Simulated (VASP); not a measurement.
# F (P6_3/mmc) in VASP: further runs

The runs below take F through single point, with PBE.

All numbers are computed with VASP 6.6.1; they aren't measurements. Logs are shortened: lines on timing, memory, paths and dates and some standing lists are left out, and cuts for length are marked.

## Step 1: The cell of the first run

It takes space group P6_3/mmc (No. 194, hexagonal). The conventional cell has a = 1.999 Å, b = 1.999 Å, c = 2.760 Å, α = 90.00°, β = 90.00°, γ = 120.00°. F (site symmetry -6m2) has 12 F at 1.80 to 2.00 Å within 2.4 Å.

## Step 2: Single point, PBE (volume scaled by 0.45)

File INCAR:

```
PREC = Accurate
ENCUT = 520
EDIFF = 1E-7
ISMEAR = -1
SIGMA = 0.05
LREAL = F
LASPH = T
NELM = 100
ALGO = Normal
ISIF = 2
LWAVE = F
LCHARG = F
GGA = PE
NBANDS = 14
```

File KPOINTS:

```
regular mesh
0
Gamma
  18 18 10
```

File POSCAR:

```
F
1.0
    1.9989022902      0.0000000000      0.0000000000
   -0.9994511451      1.7311001630      0.0000000000
    0.0000000000      0.0000000000      2.7597171367
F
2
Direct
    0.3333333333      0.6666666667      0.2500000000
    0.6666666667      0.3333333333      0.7500000000
```

Potentials or basis: VASP PAW PBE potentials, release 64 (F).

Launch:

```bash
cat potpaw_PBE.64/F/POTCAR > POTCAR
mpirun -np 1 vasp_std > vasp.out
```

OUTCAR:

```text
PREC = Accurate
   ENCUT = 520
   EDIFF = 1E-7
   ISMEAR = -1
   LREAL = F
   LASPH = T
   NELM = 100
   ISIF = 2
   GGA = PE

 ion  position               nearest neighbor table
   1  0.333  0.667  0.250-   2 1.80   2 1.80   2 1.80   2 1.80   2 1.80   2 1.80
   2  0.667  0.333  0.750-   1 1.80   1 1.80   1 1.80   1 1.80   1 1.80   1 1.80

  LATTYP: Found a hexagonal cell.
 ALAT       =     1.9989022902
 C/A-ratio  =     1.3806163264

  Lattice vectors:

 A1 = (   1.9989022902,   0.0000000000,   0.0000000000)
 A2 = (  -0.9994511451,   1.7311001630,   0.0000000000)
 A3 = (   0.0000000000,   0.0000000000,   2.7597171367)

Analysis of symmetry for initial positions (statically):
=====================================================================
 Subroutine PRICEL returns:
 Original cell was already a primitive cell.

 Routine SETGRP: Setting up the symmetry group for a
 hexagonal supercell.

 Subroutine GETGRP returns: Found 24 space group operations
 (whereof 12 operations were pure point group operations)
 out of a pool of 24 trial point group operations.

The static configuration has the point symmetry D_3d.
 The point group associated with its full space group is D_6h.

Analysis of symmetry for dynamics (positions and initial velocities):
=====================================================================
 Subroutine PRICEL returns:
 Original cell was already a primitive cell.

 Routine SETGRP: Setting up the symmetry group for a
 hexagonal supercell.

 Subroutine GETGRP returns: Found 24 space group operations
 (whereof 12 operations were pure point group operations)
 out of a pool of 24 trial point group operations.

The dynamic configuration has the point symmetry D_3d.
 The point group associated with its full space group is D_6h.

 Subroutine INISYM returns: Found 24 space group operations
 (whereof 12 operations are pure point group operations),
 and found     1 'primitive' translations

----------------------------------------------------------------------------------------

                                     Primitive cell

  volume of cell :       9.5494

  direct lattice vectors                    reciprocal lattice vectors
     1.998902290  0.000000000  0.000000000     0.500274578  0.288833662  0.000000000
    -0.999451145  1.731100163  0.000000000     0.000000000  0.577667325  0.000000000
     0.000000000  0.000000000  2.759717137     0.000000000  0.000000000  0.362355977

  length of vectors
     1.998902290  1.998902290  2.759717137     0.577667325  0.577667325  0.362355977
[... 86 lines left out ...]
   NFREE  =      0    steps in history (QN), initial steepest desc. (CG)
   ISIF   =      2    stress and relaxation
   ISYM   =      2    0-nonsym 1-usesym 2-fastsym
   POTIM  = 0.5000    time-step for ionic-motion
   TEBEG  =    0.0;   TEEND  =   0.0 temperature during run
   PSTRESS=    0.0 pullay stress
   NELECT =      14.0000    total number of electrons
   NUPDOWN=      -1.0000    fix difference up-down
   EMIN   =  10.00;   EMAX   =-10.00  energy-range for DOS
   EFERMI =   0.00;   METHOD = LEGACY
   ISMEAR =    -1;   SIGMA  =   0.05  broadening in eV -4-tet -1-fermi 0-gaus
   EFERMI_NEDOS =   21; number of points for ismear=-14 and -15
   IALGO  =     38    algorithm
   IMIX   =      4    mixing-type and parameters
     AMIX     =   0.40;   BMIX     =  1.00
     AMIX_MAG =   1.60;   BMIX_MAG =  1.00
  volume/ion in A,a.u.               =       4.77        32.22
  Fermi-wavevector in a.u.,A,eV,Ry     =   1.859765  3.514446 47.058821  3.458726
  Thomas-Fermi vector in A             =   2.907923
   LORBIT       =      0    0 simple, 1 ext, 2 COOP (PROOUT), +10 PAW based schemes
   GGA     = PE    functional components
   LHFCALC =     F    Hartree Fock is set to
   AEXX    =    0.0000 exact exchange contribution
   IVDW    =     0    specifies the selected vdW correction
   LEPSILON=     F    determine dielectric tensor
   LRPA    =     F    only Hartree local field effects (RPA)
 non-spin polarized calculation
  energy-cutoff  :      520.00
  volume of cell :        9.55
 maximum number of plane-waves:       268
 NGX is ok and might be reduce to    16
   NGX =  7   NGY =  7   NGZ = 11

 number of electron      13.9999990 magnetization

 Free energy of the ion-electron system (eV)
  ---------------------------------------------------
  ext. energy  EPLUGINS =         0.00000000
  ---------------------------------------------------
  free energy    TOTEN  =         2.80116460 eV

  energy without entropy =        2.81318804  energy(sigma->0) =        2.80717632

 E-fermi :   7.2070     XC(G=0): -14.9619

 val. band max:        7.2056923958   @ k =   0.1111   0.0556   0.3000
 cond. band min:       7.2311243548   @ k =   0.2778   0.1111   0.5000
 fundamental gap:      0.0254319590
 Fermi energy:         7.2070257406

 k-point     1 :       0.0000    0.0000    0.0000
  band No.  band energies     occupation
      1     -23.4087      2.00000
      2     -13.7206      2.00000
      3      -4.1085      2.00000
      4       5.6099      2.00000
      5       5.6099      2.00000
      6       7.8860      0.00000
      7       7.8860      0.00000
      8       9.5300      0.00000
      9      31.1651      0.00000
     10      31.2311      0.00000
     11      43.3358      0.00000
     12      46.0678      0.00000
     13      46.0678      0.00000
     14      51.7511      0.00000
[... 377 lines left out ...]
      1     -17.6986      2.00000
      2     -14.2636      2.00000
      3      -1.8693      2.00000
      4       0.9711      2.00000
      5       1.7561      2.00000
      6       2.7429      2.00000
      7       5.1350      2.00000
      8       7.0478      1.92051
      9      30.2778      0.00000
     10      33.4277      0.00000
     11      38.3122      0.00000
     12      38.7009      0.00000
     13      47.3199      0.00000
     14      47.4897      0.00000

 [... further k-points ...]
[... 5 lines left out ...]
  --------------------------------------------------------------------------------------
  -------------------------------------------------------------------------------------
  Total       16.6452902     16.6452902     16.6868949      0.0000000     -0.0000000      0.0000000
  in kB     2792.6957244   2792.6957244   2799.6760407      0.0000000     -0.0000000      0.0000000
  external PRESSURE =    2795.0224965 kB  Pullay stress =       0.0000000 kB

 VOLUME and BASIS-vectors are now :
 -----------------------------------------------------------------------------
  energy-cutoff  :      520.00
  volume of cell :        9.55
      direct lattice vectors                 reciprocal lattice vectors
     1.998902290  0.000000000  0.000000000     0.500274578  0.288833662  0.000000000
    -0.999451145  1.731100163  0.000000000     0.000000000  0.577667325  0.000000000
     0.000000000  0.000000000  2.759717137     0.000000000  0.000000000  0.362355977

 POSITION                                       TOTAL-FORCE (eV/Angst)
 -----------------------------------------------------------------------------------
     -0.00000      1.15407      0.68993        -0.000000     -0.000000      0.000000
      0.99945      0.57703      2.06979         0.000000      0.000000      0.000000
 -----------------------------------------------------------------------------------
    total drift:                               -0.000000      0.000000      0.000000

  FREE ENERGIE OF THE ION-ELECTRON SYSTEM (eV)
  ---------------------------------------------------
  free  energy   TOTEN  =         2.8011645951 eV

  energy  without entropy=        2.8131880380  energy(sigma->0) =        2.80717632
```

It took 27 s on 1 thread of AMD EPYC 7R13 (Zen 3), shared host; peak memory 0.1 GiB.

What came out:

* Free energy: 2.8012 eV
* Pressure: 279.5 GPa
* Band gap on the k mesh: zero (band 7 reaches 8.15 eV, above the bottom of band 8 at 4.56 eV)

Caveat: the cell differs from its parent crystal (volume scaled by 0.45).

## Step 3: Single point, PBE

This run uses another cell than the first one, of 5.84 Å³/atom, 1.222 times its volume.

File INCAR:

```
  ALGO = Normal
  EDIFF = 1E-6
  ENCUT = 520
  GGA = PE
  ISIF = 2
  ISMEAR = -1
  LASPH = True
  LCHARG = False
  LREAL = False
  LWAVE = False
  NBANDS = 14
  NELM = 80
  PREC = Accurate
  SIGMA = 0.05
```

File KPOINTS:

```
k-points
0
Gamma
  18 18 10
```

File POSCAR:

```
F
1.0
    2.1796334018      0.0000000000      0.0000000000
   -1.0898167009      1.8876178969      0.0000000000
    0.0000000000      0.0000000000      2.8368146951
F
2
Direct
    0.3333333333      0.6666666667      0.2500000000
    0.6666666667      0.3333333333      0.7500000000
```

Potentials or basis: VASP PAW PBE potentials, release 64 (F).

Launch:

```bash
cat potpaw_PBE.64/F/POTCAR > POTCAR
mpirun -np 1 vasp_std > vasp.out
```

It took 34 s on 1 thread of AMD EPYC 7R13 (Zen 3), shared host; peak memory 0.1 GiB.

Results (log left out):

- Free energy: 0.2245 eV
- Pressure: 128.3 GPa
- Band gap on the k mesh: zero (band 7 reaches 4.60 eV, above the bottom of band 8 at 2.12 eV)

Stress tensor (GPa, compression positive):
```
128.01   0.00   0.00
  0.00 128.01   0.00
  0.00   0.00 128.74
```

Levels at points of the mesh, in eV from the Fermi level:
| k point | band 5 | band 6 | band 7 | band 8 | band 9 | band 10 |
| --- | --- | --- | --- | --- | --- | --- |
| (0.00, 0.00, 0.00) | -1.82 | 0.28 | 0.28 | 1.72 | 19.67 | 21.92 |
| (0.50, 0.00, 0.00) | -3.84 | -3.81 | -1.73 | 0.34 | 20.69 | 26.31 |
| (0.00, 0.00, 0.50) | -0.76 | -0.76 | -0.76 | -0.76 | 22.67 | 22.67 |
| (0.50, 0.00, 0.50) | -1.93 | -1.93 | -0.12 | -0.12 | 22.73 | 22.73 |

(Continued in part 2 of 2.)
